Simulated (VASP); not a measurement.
Set up this calculation in VASP 6.6.1, as the native input.

```yaml
Task: single point
Functional: PBE
Potentials_or_basis: VASP PAW PBE potentials, release 64 (Cs_sv, Pb_d, Cl)
Cutoff: 520 eV
k_mesh: 6 × 6 × 6
Occupations: gaussian, width 0.05 eV
Spin: no spin polarisation
Dipole_correction: no
Further_INCAR_settings: ALGO = Normal; EDIFF = 1e-07; NBANDS = 30
```

The structure of CsPbCl3 lies in POSCAR:

```
CsPbCl3
1.0
    5.6050000000      0.0000000000      0.0000000000
    0.0000000000      5.6050000000      0.0000000000
    0.0000000000      0.0000000000      5.6050000000
Cs Pb Cl
1 1 3
Direct
    0.0000000000      0.0000000000      0.0000000000
    0.5000000000      0.5000000000      0.5000000000
    0.0000000000      0.5000000000      0.5000000000
    0.5000000000      0.0000000000      0.5000000000
    0.5000000000      0.5000000000      0.0000000000
```

These files were run (other wordings do the same):

INCAR

```
PREC = Accurate
ENCUT = 520
EDIFF = 1E-7
ISMEAR = 0
SIGMA = 0.05
LREAL = False
LASPH = True
NELM = 80
ALGO = Normal
ISIF = 2
LWAVE = False
LCHARG = True
GGA = PE
LELF = True
LVHAR = True
NBANDS = 30
```

KPOINTS

```
Automatic mesh
0
Gamma
  6 6 6
```

Potentials or basis: VASP PAW PBE potentials, release 64 (Cs_sv, Pb_d, Cl).

The run is started by

```bash
$ cat potpaw_PBE.64/Cs_sv/POTCAR potpaw_PBE.64/Pb_d/POTCAR potpaw_PBE.64/Cl/POTCAR > POTCAR
$ mpirun -np 1 vasp_std > vasp.out
```

Results of the run:

```json
{
 "Pressure": "1.7 GPa",
 "Band gap on the k mesh": "1.94 eV, direct"
}
```

Caveat: spin-orbit coupling is left out, which moves the levels of the heavy elements.

It took 2.5 min on 1 thread of Oxide Virtual Turin-like Processor, on a shared host, peak memory 0.28 GiB.
